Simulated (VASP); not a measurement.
# Al5Ga11As16 (P1) in VASP: notebook

The runs below take Al5Ga11As16 through single point, relaxation of volume and atoms at fixed shape, with r2SCAN, PBEsol.

Everything below comes from runs of VASP 6.6.1. Logs are shortened: lines on timing, memory, paths and dates and some standing lists are left out, and cuts for length are marked.

## 1. The cell of the first run

The typed cell holds 64 atoms: a = 11.329 Å, b = 11.329 Å, c = 11.329 Å, α = 90.00°, β = 90.00°, γ = 90.00°.

## 2. Single point, r2SCAN

Input file POSCAR:

```
Al5Ga11As16
1.0
   11.3288880000      0.0000000000      0.0000000000
    0.0000000000     11.3288880000      0.0000000000
    0.0000000000      0.0000000000     11.3288880000
Ga Al As
22 10 32
Direct
    0.9998570000      0.0006480000      0.0007330000
    0.0000100000      0.0006650000      0.4999720000
    0.0003560000      0.4997580000      0.0005170000
    0.0002190000      0.5000310000      0.5010450000
    0.5001580000      0.0002710000      0.0006960000
    0.5004140000      0.0002180000      0.5002350000
    0.5004790000      0.4997360000      0.0007940000
    0.2498500000      0.2502290000      0.0004570000
    0.2494960000      0.2505320000      0.5003480000
    0.7499490000      0.2504790000      0.0003870000
    0.7498870000      0.7505560000      0.5003220000
    0.2505630000      0.0005790000      0.2505020000
    0.2504810000      0.5000160000      0.2503670000
    0.2501620000      0.4999070000      0.7508780000
    0.7502240000      0.0001660000      0.2501520000
    0.7503100000      0.0001990000      0.7507170000
    0.7504420000      0.5001760000      0.2506070000
    0.7503610000      0.4999440000      0.7507270000
    0.0002370000      0.2502100000      0.2501620000
    0.9997570000      0.2505680000      0.7502070000
    0.4998460000      0.2499970000      0.2497860000
    0.5000320000      0.7505050000      0.2499990000
    0.5002370000      0.4998840000      0.4996780000
    0.2493770000      0.7497060000      0.0000580000
    0.2496190000      0.7504720000      0.4991250000
    0.7496540000      0.2496630000      0.4998120000
    0.7488500000      0.7500170000      0.9993930000
    0.2492210000      0.9998640000      0.7503910000
    0.9989640000      0.7504370000      0.2497460000
    0.9994300000      0.7494810000      0.7499260000
    0.4990400000      0.2493490000      0.7504920000
    0.4994790000      0.7500810000      0.7491440000
    0.1251890000      0.1253040000      0.1253980000
    0.1246870000      0.1255960000      0.6252120000
    0.1250710000      0.6248870000      0.1259430000
    0.1258740000      0.6252010000      0.6254420000
    0.6250180000      0.1250830000      0.1252690000
    0.6252430000      0.1249840000      0.6257570000
    0.6250570000      0.6251060000      0.1258540000
    0.6254680000      0.6248730000      0.6251460000
    0.3748160000      0.3748320000      0.1251060000
    0.3749280000      0.3753620000      0.6254050000
    0.3747100000      0.8749370000      0.1249910000
    0.3744460000      0.8754040000      0.6245270000
    0.8751010000      0.3750570000      0.1252590000
    0.8746260000      0.3748770000      0.6250830000
    0.8739800000      0.8750670000      0.1243160000
    0.8749470000      0.8755490000      0.6250610000
    0.3751310000      0.1255780000      0.3755830000
    0.3742690000      0.1246790000      0.8757960000
    0.3754870000      0.6255990000      0.3750890000
    0.3756130000      0.6250700000      0.8757580000
    0.8752500000      0.1252830000      0.3748590000
    0.8750220000      0.1254840000      0.8753990000
    0.8752050000      0.6252630000      0.3759830000
    0.8750360000      0.6247850000      0.8756730000
    0.1249120000      0.3753250000      0.3751960000
    0.1248630000      0.3748460000      0.8752290000
    0.1244020000      0.8755080000      0.3745690000
    0.1239640000      0.8749220000      0.8753590000
    0.6252000000      0.3749310000      0.3746270000
    0.6246620000      0.3746920000      0.8749140000
    0.6249200000      0.8750980000      0.3749810000
    0.6240960000      0.8751310000      0.8745490000
```

Input file INCAR.step1:

```
  PREC = Accurate
  ENCUT = 520
  ISMEAR = -1
  SIGMA = 0.05
  LREAL = Auto
  LASPH = True
  NELM = 80
  NBANDS = 276
  GGA = PE
  ALGO = Normal
  EDIFF = 1E-4
  LWAVE = True
  LCHARG = False
```

Input file INCAR.step2:

```
  PREC = Accurate
  ENCUT = 520
  EDIFF = 1E-7
  ISMEAR = -1
  SIGMA = 0.05
  LREAL = Auto
  LASPH = True
  NELM = 80
  ALGO = Normal
  ISIF = 2
  LWAVE = False
  LCHARG = False
  METAGGA = R2SCAN
  LMIXTAU = True
  NBANDS = 276
  ISTART = 1
```

Input file KPOINTS:

```
regular mesh
0
Gamma
  1 1 1
```

Potentials or basis: VASP PAW PBE potentials, release 64 (Ga_d, Al, As).

On the command line:

```
> cat potpaw_PBE.64/Ga_d/POTCAR potpaw_PBE.64/Al/POTCAR potpaw_PBE.64/As/POTCAR > POTCAR
> cp INCAR.step1 INCAR
> mpirun -np 1 vasp_gam > vasp.out
> cp INCAR.step2 INCAR
> mpirun -np 1 vasp_gam > vasp.out
```

OUTCAR:

```text
PREC = Accurate
   ENCUT = 520
   EDIFF = 1E-7
   ISMEAR = -1
   LREAL = Auto
   LASPH = True
   NELM = 80
   ISIF = 2
   METAGGA = R2SCAN
   ISTART = 1

 ion  position               nearest neighbor table
   1  1.000  0.001  0.001-  33 2.45  54 2.45  47 2.45  60 2.45
   2  0.000  0.001  0.500-  53 2.45  34 2.45  59 2.45  48 2.45
   3  0.000  0.500  0.001-  45 2.45  58 2.45  56 2.45  35 2.45
   4  0.000  0.500  0.501-  46 2.45  36 2.45  57 2.45  55 2.45
   5  0.500  0.000  0.001-  37 2.45  43 2.45  50 2.45  64 2.45
   6  0.500  0.000  0.500-  63 2.45  44 2.45  38 2.45  49 2.45
[... 56 lines left out ...]
  63  0.625  0.875  0.375-  22 2.45  11 2.45   6 2.45  15 2.45
  64  0.624  0.875  0.875-  27 2.45  32 2.45  16 2.45   5 2.45

  LATTYP: Found a simple cubic cell.
 ALAT       =    11.3288880000

  Lattice vectors:

 A1 = (  11.3288880000,   0.0000000000,   0.0000000000)
 A2 = (   0.0000000000,  11.3288880000,   0.0000000000)
 A3 = (   0.0000000000,   0.0000000000,  11.3288880000)

Analysis of symmetry for initial positions (statically):
=====================================================================
 Subroutine PRICEL returns:
 Original cell was already a primitive cell.

 Routine SETGRP: Setting up the symmetry group for a
 simple cubic supercell.

 Subroutine GETGRP returns: Found  1 space group operations
 (whereof  1 operations were pure point group operations)
 out of a pool of 48 trial point group operations.

The static configuration has the point symmetry C_1 .

Analysis of symmetry for dynamics (positions and initial velocities):
=====================================================================
 Subroutine PRICEL returns:
 Original cell was already a primitive cell.

 Routine SETGRP: Setting up the symmetry group for a
 simple cubic supercell.

 Subroutine GETGRP returns: Found  1 space group operations
 (whereof  1 operations were pure point group operations)
 out of a pool of 48 trial point group operations.

The dynamic configuration has the point symmetry C_1 .

 Subroutine INISYM returns: Found  1 space group operations
 (whereof  1 operations are pure point group operations),
 and found     1 'primitive' translations

[... 194 lines left out ...]
   EDIFF  = 0.1E-06   stopping-criterion for ELM
   LREAL  =      T    real-space projection
   EDIFFG = 0.1E-05   stopping-criterion for IOM
   NSW    =      0    number of steps for IOM
   IBRION =     -1    ionic relax: 0-MD 1-quasi-New 2-CG
   NFREE  =      0    steps in history (QN), initial steepest desc. (CG)
   ISIF   =      2    stress and relaxation
   ISYM   =      2    0-nonsym 1-usesym 2-fastsym
   POTIM  = 0.5000    time-step for ionic-motion
   TEBEG  =    0.0;   TEEND  =   0.0 temperature during run
   PSTRESS=    0.0 pullay stress
   NELECT =     476.0000    total number of electrons
   NUPDOWN=      -1.0000    fix difference up-down
   EMIN   =  10.00;   EMAX   =-10.00  energy-range for DOS
   EFERMI =   0.00;   METHOD = LEGACY
   ISMEAR =    -1;   SIGMA  =   0.05  broadening in eV -4-tet -1-fermi 0-gaus
   EFERMI_NEDOS =   21; number of points for ismear=-14 and -15
   IALGO  =     38    algorithm
   IMIX   =      4    mixing-type and parameters
     AMIX     =   0.40;   BMIX     =  1.00
     AMIX_MAG =   1.60;   BMIX_MAG =  1.00
  volume/ion in A,a.u.               =      22.72       153.31
  Fermi-wavevector in a.u.,A,eV,Ry     =   1.128296  2.132171 17.320934  1.273053
  Thomas-Fermi vector in A             =   2.264986
   LORBIT       =      0    0 simple, 1 ext, 2 COOP (PROOUT), +10 PAW based schemes
   METAGGA = R2SCAN    functional components
   LHFCALC =     F    Hartree Fock is set to
   AEXX    =    0.0000 exact exchange contribution
   IVDW    =     0    specifies the selected vdW correction
   LEPSILON=     F    determine dielectric tensor
   LRPA    =     F    only Hartree local field effects (RPA)
 non-spin polarized calculation
  energy-cutoff  :      520.00
  volume of cell :     1453.99
 maximum number of plane-waves:     19564
   NGX = 43   NGY = 43   NGZ = 43

 number of electron     476.0000416 magnetization

 Free energy of the ion-electron system (eV)
  ---------------------------------------------------
  ext. energy  EPLUGINS =         0.00000000
  ---------------------------------------------------
  free energy    TOTEN  =      -817.09707807 eV

  energy without entropy =     -817.09707045  energy(sigma->0) =     -817.09707426

 E-fermi :   4.3702     XC(G=0):  -9.9627

 val. band max:        3.6757988944   @ k =   0.0000   0.0000   0.0000
 cond. band min:       5.0161207502   @ k =   0.0000   0.0000   0.0000
 fundamental gap:      1.3403218558
 Fermi energy:         4.3701627459

 k-point     1 :       0.0000    0.0000    0.0000
  band No.  band energies     occupation
      1     -11.5685      2.00000
      2     -11.5667      2.00000
      3     -11.5656      2.00000
      4     -11.5616      2.00000
      5     -11.5560      2.00000
      6     -11.5519      2.00000
[... 242 lines left out ...]
    249       5.9672      0.00000
    250       6.0410      0.00000
 [bands above 250 left out]

------------------------ aborting loop because EDIFF is reached ----------------------------------------

  FORCE on cell =-STRESS in cart. coord.  units (eV):
  Direction    XX          YY          ZZ          XY          YZ          ZX
  --------------------------------------------------------------------------------------
  -------------------------------------------------------------------------------------
  Total        5.2012446      5.0537874      5.1619820      0.0129220     -0.0547159     -0.0353526
  in kB        5.7313379      5.5688523      5.6880738      0.0142390     -0.0602923     -0.0389556
  external PRESSURE =       5.6627546 kB  Pullay stress =       0.0000000 kB

 VOLUME and BASIS-vectors are now :
 -----------------------------------------------------------------------------
  energy-cutoff  :      520.00
  volume of cell :     1453.99
      direct lattice vectors                 reciprocal lattice vectors
    11.328888000  0.000000000  0.000000000     0.088269917  0.000000000  0.000000000
     0.000000000 11.328888000  0.000000000     0.000000000  0.088269917  0.000000000
     0.000000000  0.000000000 11.328888000     0.000000000  0.000000000  0.088269917

 POSITION                                       TOTAL-FORCE (eV/Angst)
 -----------------------------------------------------------------------------------
     11.32727      0.00734      0.00830        -0.025271      0.010605      0.003236
      0.00011      0.00753      5.66413        -0.007706      0.012198     -0.016058
      0.00403      5.66170      0.00586         0.002663     -0.004685      0.010105
      0.00248      5.66480      5.67628         0.010172     -0.003015      0.011807
      5.66623      0.00307      0.00788        -0.022923     -0.002125     -0.004841
      5.66913      0.00247      5.66711        -0.001933      0.008518     -0.003392
[... 56 lines left out ...]
      7.07965      9.91389      4.24812         0.013477      0.006645      0.004046
      7.07031      9.91426      9.90767         0.015731     -0.056030      0.008066
 -----------------------------------------------------------------------------------
    total drift:                                0.017235     -0.000624      0.042644

  FREE ENERGIE OF THE ION-ELECTRON SYSTEM (eV)
  ---------------------------------------------------
  free  energy   TOTEN  =      -817.0970780724 eV

  energy  without entropy=     -817.0970704495  energy(sigma->0) =     -817.09707426
```

Wall time 87 min (1 thread of Intel Xeon 8259CL, shared host); peak memory 1.4 GiB.

What came out:

```yaml
Free_energy: -817.0971 eV
Pressure: 0.6 GPa
Largest_force: 0.087 eV/Å
Band_gap_on_the_k_mesh: 1.34 eV
```

Forces on the atoms (eV/Å):
```
Ga  -0.025  0.011  0.003
Ga  -0.008  0.012 -0.016
Ga   0.003 -0.005  0.010
Ga   0.010 -0.003  0.012
Ga  -0.023 -0.002 -0.005
Ga  -0.002  0.009 -0.003
Ga   0.009 -0.013  0.013
Ga  -0.013 -0.012 -0.007
Ga   0.001  0.014  0.003
Ga  -0.015 -0.006 -0.003
Ga  -0.005 -0.013  0.004
Ga  -0.010  0.000 -0.004
Ga   0.007 -0.001  0.013
Ga   0.009 -0.002  0.013
Ga  -0.003  0.009 -0.003
Ga  -0.017 -0.008 -0.006
Ga   0.002  0.004  0.003
Ga   0.009 -0.010 -0.001
Ga  -0.001 -0.004 -0.006
Ga  -0.012 -0.003 -0.016
Ga   0.008  0.006  0.005
Ga  -0.016 -0.010 -0.006
Al   0.011  0.018 -0.002
Al   0.000 -0.006  0.017
Al   0.019  0.010  0.005
Al   0.018 -0.002 -0.008
Al   0.016  0.008  0.020
Al   0.007  0.014  0.006
Al   0.024  0.009  0.011
Al   0.007  0.005  0.012
Al   0.006  0.005  0.012
Al   0.025  0.002  0.003
As   0.006  0.014 -0.003
As   0.023 -0.040  0.033
As  -0.025  0.053 -0.033
As  -0.037  0.061 -0.010
As   0.006  0.011 -0.003
As  -0.017  0.062 -0.031
As   0.034  0.039 -0.059
As  -0.084  0.024  0.005
As   0.003  0.008  0.004
As   0.046 -0.043 -0.029
As   0.013 -0.006 -0.004
As  -0.042 -0.054  0.027
As   0.008  0.004  0.001
As  -0.011 -0.020 -0.008
As   0.008 -0.062  0.013
As   0.035 -0.062  0.022
As   0.010  0.006  0.002
As   0.014  0.014 -0.048
As  -0.036 -0.015  0.039
As  -0.027  0.053 -0.030
As  -0.047  0.014  0.042
As   0.017  0.002  0.003
As   0.017  0.042 -0.041
As  -0.015  0.057 -0.026
As   0.009 -0.011 -0.006
As   0.015  0.009  0.010
As   0.008 -0.065  0.012
As   0.040 -0.045 -0.041
As  -0.034 -0.033  0.069
As  -0.004 -0.004  0.001
As   0.013  0.007  0.004
As   0.016 -0.056  0.008
```

Caveat: the k points lie up to 0.55 Å⁻¹ apart; the PAW data sets were made with another functional, which shifts forces and pressure a little. A k mesh can miss the band edges.

(Continued in part 2 of 2.)
